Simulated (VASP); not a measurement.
# AlIn2 (Fm-3m) in VASP: notebook, part 3 of 3

VASP 6.6.1.

## (6) Relaxation of cell and atoms, PBE

This run uses another cell than the first one, of 26.41 Å³/atom, 1.468 times its volume.

File INCAR:

```
PREC = Accurate
ENCUT = 600
EDIFF = 1E-7
ISMEAR = 0
SIGMA = 0.1
LREAL = False
LASPH = True
NELM = 60
ALGO = Fast
ISIF = 3
LWAVE = False
LCHARG = False
GGA = PE
IBRION = 2
NSW = 100
EDIFFG = -0.01
```

File KPOINTS:

```
regular mesh
0
Gamma
  12 12 12
```

File POSCAR:

```
AlIn2
1.0
    0.0000000000      3.4087374087      3.4087374087
    3.4087374087      0.0000000000      3.4087374087
    3.4087374087      3.4087374087      0.0000000000
Al In
1 2
Direct
    0.0000000000      0.0000000000      0.0000000000
    0.2500000000      0.2500000000      0.2500000000
    0.7500000000      0.7500000000      0.7500000000
```

Potentials or basis: VASP PAW PBE potentials, release 64 (Al, In_d).

Launch:

```bash
> cat potpaw_PBE.64/Al/POTCAR potpaw_PBE.64/In_d/POTCAR > POTCAR
> mpirun -np 1 vasp_std > vasp.out
```

OUTCAR:

```text
PREC = Accurate
   ENCUT = 600
   EDIFF = 1E-7
   ISMEAR = 0
   LREAL = False
   LASPH = True
   NELM = 60
   ISIF = 3
   GGA = PE
   IBRION = 2
   NSW = 100
   EDIFFG = -0.01

 ion  position               nearest neighbor table
   1  0.000  0.000  0.000-   3 2.95   3 2.95   3 2.95   2 2.95   2 2.95   2 2.95   3 2.95   2 2.95

   2  0.250  0.250  0.250-   1 2.95   1 2.95   1 2.95   1 2.95   3 3.41   3 3.41   3 3.41   3 3.41
                             3 3.41   3 3.41
   3  0.750  0.750  0.750-   1 2.95   1 2.95   1 2.95   1 2.95   2 3.41   2 3.41   2 3.41   2 3.41
                             2 3.41   2 3.41

  LATTYP: Found a face centered cubic cell.
 ALAT       =     6.8174748174

  Lattice vectors:

 A1 = (   0.0000000000,   3.4087374087,   3.4087374087)
 A2 = (   3.4087374087,   0.0000000000,   3.4087374087)
 A3 = (   3.4087374087,   3.4087374087,   0.0000000000)

Analysis of symmetry for initial positions (statically):
=====================================================================
 Subroutine PRICEL returns:
 Original cell was already a primitive cell.

 Routine SETGRP: Setting up the symmetry group for a
 face centered cubic supercell.

 Subroutine GETGRP returns: Found 48 space group operations
 (whereof 48 operations were pure point group operations)
 out of a pool of 48 trial point group operations.

The static configuration has the point symmetry O_h .

Analysis of symmetry for dynamics (positions and initial velocities):
=====================================================================
 Subroutine PRICEL returns:
 Original cell was already a primitive cell.

 Routine SETGRP: Setting up the symmetry group for a
 face centered cubic supercell.

 Subroutine GETGRP returns: Found 48 space group operations
 (whereof 48 operations were pure point group operations)
 out of a pool of 48 trial point group operations.

The dynamic configuration has the point symmetry O_h .

 Subroutine INISYM returns: Found 48 space group operations
 (whereof 48 operations are pure point group operations),
 and found     1 'primitive' translations

----------------------------------------------------------------------------------------

                                     Primitive cell

  volume of cell :      79.2156

  direct lattice vectors                    reciprocal lattice vectors
     0.000000000  3.408737409  3.408737409    -0.146681877  0.146681877  0.146681877
     3.408737409  0.000000000  3.408737409     0.146681877 -0.146681877  0.146681877
     3.408737409  3.408737409  0.000000000     0.146681877  0.146681877 -0.146681877

  length of vectors
     4.820682674  4.820682674  4.820682674     0.254060463  0.254060463  0.254060463

  position of ions in fractional coordinates (direct lattice)
     0.000000000  0.000000000  0.000000000
     0.250000000  0.250000000  0.250000000
     0.750000000  0.750000000  0.750000000

  ion indices of the primitive-cell ions
   primitive index   ion index
                 1           1
                 2           2
                 3           3

----------------------------------------------------------------------------------------

[... 51 lines left out ...]
   k-points           NKPTS =     72   k-points in BZ     NKDIM =     72   number of bands    NBANDS=     18
   number of dos      NEDOS =    301   number of ions     NIONS =      3
   total plane-waves  NPLWV =  64000
   dimension x,y,z NGX =    40 NGY =   40 NGZ =   40
   dimension x,y,z NGXF=    80 NGYF=   80 NGZF=   80
   ions per type =               1   2
   NGX,Y,Z   is equivalent  to a cutoff of  13.79, 13.79, 13.79 a.u.
   NGXF,Y,Z  is equivalent  to a cutoff of  27.59, 27.59, 27.59 a.u.
 SYSTEM =  unknown system
   PREC   = accura    normal or accurate (medium, high low for compatibility)
   ISTART =      0    job   : 0-new  1-cont  2-samecut
   ICHARG =      2    charge: 1-file 2-atom 10-const
   ISPIN  =      1    spin polarized calculation?
   LNONCOLLINEAR =      F non collinear calculations
   LSORBIT =      F    spin-orbit coupling
   LASPH  =      T    aspherical Exc in radial PAW
   ENCUT  =  600.0 eV  44.10 Ry    6.64 a.u.   9.63  9.63  9.63*2*pi/ulx,y,z
   NELM   =     60;   NELMIN=  2; NELMDL= -5     # of ELM steps
   EDIFF  = 0.1E-06   stopping-criterion for ELM
   LREAL  =      F    real-space projection
   EDIFFG = -.1E-01   stopping-criterion for IOM
   NSW    =    100    number of steps for IOM
   IBRION =      2    ionic relax: 0-MD 1-quasi-New 2-CG
   NFREE  =      1    steps in history (QN), initial steepest desc. (CG)
   ISIF   =      3    stress and relaxation
   ISYM   =      2    0-nonsym 1-usesym 2-fastsym
   POTIM  = 0.5000    time-step for ionic-motion
   TEBEG  =    0.0;   TEEND  =   0.0 temperature during run
   PSTRESS=    0.0 pullay stress
   NELECT =      29.0000    total number of electrons
   NUPDOWN=      -1.0000    fix difference up-down
   EMIN   =  10.00;   EMAX   =-10.00  energy-range for DOS
   EFERMI =   0.00;   METHOD = LEGACY
   ISMEAR =     0;   SIGMA  =   0.10  broadening in eV -4-tet -1-fermi 0-gaus
   EFERMI_NEDOS =   21; number of points for ismear=-14 and -15
   IALGO  =     68    algorithm
   IMIX   =      4    mixing-type and parameters
     AMIX     =   0.40;   BMIX     =  1.00
     AMIX_MAG =   1.60;   BMIX_MAG =  1.00
  volume/ion in A,a.u.               =      26.41       178.19
  Fermi-wavevector in a.u.,A,eV,Ry     =   1.171127  2.213109 18.660910  1.371538
  Thomas-Fermi vector in A             =   2.307575
   LORBIT       =      0    0 simple, 1 ext, 2 COOP (PROOUT), +10 PAW based schemes
   GGA     = PE    functional components
   LHFCALC =     F    Hartree Fock is set to
   AEXX    =    0.0000 exact exchange contribution
   IVDW    =     0    specifies the selected vdW correction
   LEPSILON=     F    determine dielectric tensor
   LRPA    =     F    only Hartree local field effects (RPA)
 conjugate gradient relaxation of ions
 non-spin polarized calculation
 RMM-DIIS sequential band-by-band and
 Gauss-broadening in eV      SIGMA  =   0.10
  energy-cutoff  :      600.00
  volume of cell :       79.22
 maximum number of plane-waves:      2688
   NGX = 19   NGY = 19   NGZ = 19

--------------------------------------- Ionic step        1  -------------------------------------------

 number of electron      28.9999997 magnetization

 Free energy of the ion-electron system (eV)
  ---------------------------------------------------
  ext. energy  EPLUGINS =         0.00000000
  ---------------------------------------------------
  free energy    TOTEN  =        -8.53540913 eV

  energy without entropy =       -8.52922260  energy(sigma->0) =       -8.53231587

------------------------ aborting loop because EDIFF is reached ----------------------------------------

  FORCE on cell =-STRESS in cart. coord.  units (eV):
  Direction    XX          YY          ZZ          XY          YZ          ZX
  --------------------------------------------------------------------------------------
  -------------------------------------------------------------------------------------
  Total       -0.1136962     -0.1136962     -0.1136962     -0.0000000      0.0000000      0.0000000
  in kB       -2.2995668     -2.2995668     -2.2995668     -0.0000000      0.0000000      0.0000000
  external PRESSURE =      -2.2995668 kB  Pullay stress =       0.0000000 kB
[... 98 lines left out ...]
--------------------------------------- Ionic step        4  -------------------------------------------

 number of electron      28.9999999 magnetization

 Free energy of the ion-electron system (eV)
  ---------------------------------------------------
  ext. energy  EPLUGINS =         0.00000000
  ---------------------------------------------------
  free energy    TOTEN  =        -8.53570730 eV

  energy without entropy =       -8.52954848  energy(sigma->0) =       -8.53262789

 E-fermi :   6.1807     XC(G=0):  -9.5113

 val. band max:        6.1740178283   @ k =  -0.3333   0.0833   0.0000
 cond. band min:       6.1892370559   @ k =   0.5000   0.0833   0.0000
 fundamental gap:      0.0152192276
 Fermi energy:         6.1807297921

 k-point     1 :       0.0000    0.0000    0.0000
  band No.  band energies     occupation
      1      -8.4986      2.00000
      2      -8.4986      2.00000
      3      -8.4215      2.00000
      4      -8.4215      2.00000
      5      -8.4215      2.00000
      6      -8.2063      2.00000
[... 481 lines left out ...]
      5      -8.3255      2.00000
      6      -8.2861      2.00000
[... 10 lines left out ...]
     17       8.3687      0.00000
     18      10.5571      0.00000

 [... further k-points ...]

------------------------ aborting loop because EDIFF is reached ----------------------------------------

  FORCE on cell =-STRESS in cart. coord.  units (eV):
  Direction    XX          YY          ZZ          XY          YZ          ZX
  --------------------------------------------------------------------------------------
  -------------------------------------------------------------------------------------
  Total        0.0094266      0.0094266      0.0094266     -0.0000000      0.0000000     -0.0000000
  in kB        0.1918923      0.1918923      0.1918923     -0.0000000      0.0000000     -0.0000000
  external PRESSURE =       0.1918923 kB  Pullay stress =       0.0000000 kB
[... 18 lines left out ...]
  FREE ENERGIE OF THE ION-ELECTRON SYSTEM (eV)
  ---------------------------------------------------
  free  energy   TOTEN  =        -8.5357073017 eV

  energy  without entropy=       -8.5295484758  energy(sigma->0) =       -8.53262789

 reached required accuracy - stopping structural energy minimisation
```

CONTCAR:

```text
AlIn2
   1.00000000000000
     0.0000000000000000    3.4014151471164293    3.4014151471164293
     3.4014151471164293   -0.0000000000000000    3.4014151471164293
     3.4014151471164293    3.4014151471164293    0.0000000000000000
  Al              In
     1     2
Direct
     0.0000000000000000    0.0000000000000000    0.0000000000000000
     0.2500000000000000    0.2500000000000000    0.2500000000000000
     0.7500000000000000    0.7500000000000000    0.7500000000000000

  0.00000000E+00  0.00000000E+00  0.00000000E+00
  0.00000000E+00  0.00000000E+00  0.00000000E+00
  0.00000000E+00  0.00000000E+00  0.00000000E+00
```

Run time: 6.1 min. Hardware: 1 thread of Intel Xeon 6975P-C, shared host; peak memory 0.34 GiB.

Results:

```yaml
Free_energy: -8.5357 eV
Relaxed_volume: 26.24 Å³/atom
Relaxed_cell: a = 4.810 Å, b = 4.810 Å, c = 4.810 Å, α = 60.00°, β = 60.00°, γ = 60.00°
Space_group_after_relaxing_to_0.05_Å: Fm-3m (No. 225)
Energy_gained_by_relaxing: 0.1 meV/atom
Ionic_steps: 4
Pressure_after_relaxing: 0.0 GPa
```

Step by step:
```tsv
step	energy change (eV)	largest force (eV/Å)	pressure (GPa)	volume (Å³)
1	0.0000	0.0000	-0.23	79.22
2	-0.0003	0.0000	-0.07	78.78
3	-0.0002	0.0000	0.12	78.58
4	-0.0003	0.0000	0.02	78.71
```

Final structure:
```
CELL_PARAMETERS angstrom
0.00000 3.40142 3.40142
3.40142 0.00000 3.40142
3.40142 3.40142 0.00000
ATOMIC_POSITIONS crystal
Al 0.00000 0.00000 0.00000
In 0.25000 0.25000 0.25000
In 0.75000 0.75000 0.75000
```

Caveat: spin-orbit coupling is left out, which moves the levels of the heavy elements.

## (7) Overview

| task | cell | k mesh | cutoff (eV) | gap on the mesh (eV) | pressure (GPa) | relaxed volume (Å³/atom) |
| --- | --- | --- | --- | --- | --- | --- |
| single point | a = 4.241 Å, angles 60.0°, 3 atoms | 6 × 6 × 6 | 520 | none | 37.2 | - |
| single point | a = 4.821 Å, angles 60.0°, 3 atoms | 6 × 6 × 6 | 520 | none | 0.1 | - |
| relaxation of cell and atoms | relaxed from a = 4.241 Å, angles 60.0°, 3 atoms | 6 × 6 × 6 | 600 | none | -0.1 | 26.56 |
| single point | a = 4.812 Å, angles 60.0°, 3 atoms | 12 × 12 × 12 | 520 | none | 0.0 | - |
| relaxation of cell and atoms | relaxed from a = 4.821 Å, angles 60.0°, 3 atoms | 12 × 12 × 12 | 600 | none | 0.0 | 26.24 |

Alike in all rows: level PBE; potentials or basis VASP PAW PBE potentials, release 64 (Al, In_d); no spin polarisation; smearing gaussian 0.1 eV.

Caveats: spin-orbit coupling is left out, which moves the levels of the heavy elements; the volume moved by over 15 % at a fixed basis, so the end points are rough (some runs).

Total energies depend on the potentials used, so only differences within one code and one set of settings carry meaning.
